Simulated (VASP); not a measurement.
Here is a VASP 6.6.1 calculation.

INCAR

```
  PREC = Accurate
  ENCUT = 500
  EDIFF = 1E-6
  ISMEAR = 0
  SIGMA = 0.01
  LREAL = F
  LASPH = T
  NELM = 120
  ALGO = Normal
  ISIF = 2
  LWAVE = F
  LCHARG = T
  LELF = T
  LVHAR = T
  NBANDS = 17
  GGA_COMPAT = F
```

The input KPOINTS:

```
regular mesh
0
Gamma
  6 6 6
```

The input POSCAR:

```
PbS
1.0
    0.0000000000      2.8420306882      2.8420306882
    2.8420306882      0.0000000000      2.8420306882
    2.8420306882      2.8420306882      0.0000000000
Pb S
1 1
Direct
    0.0000000000      0.0000000000      0.0000000000
    0.5000000000      0.5000000000      0.5000000000
```

Potentials or basis: VASP PAW LDA potentials, release 64 (Pb_d, S).

The run is started by

```console
$ cat potpaw_LDA.64/Pb_d/POTCAR potpaw_LDA.64/S/POTCAR > POTCAR
$ mpirun -np 1 vasp_std > vasp.out
```

**Question.** Predict the band gap on the k mesh.

**Answer.** 0.33 eV, direct.

**Question.** Estimate the pressure.

**Answer.** 6.0 GPa.

Caveat: spin-orbit coupling is left out, which moves the levels of the heavy elements. A k mesh can miss the band edges.
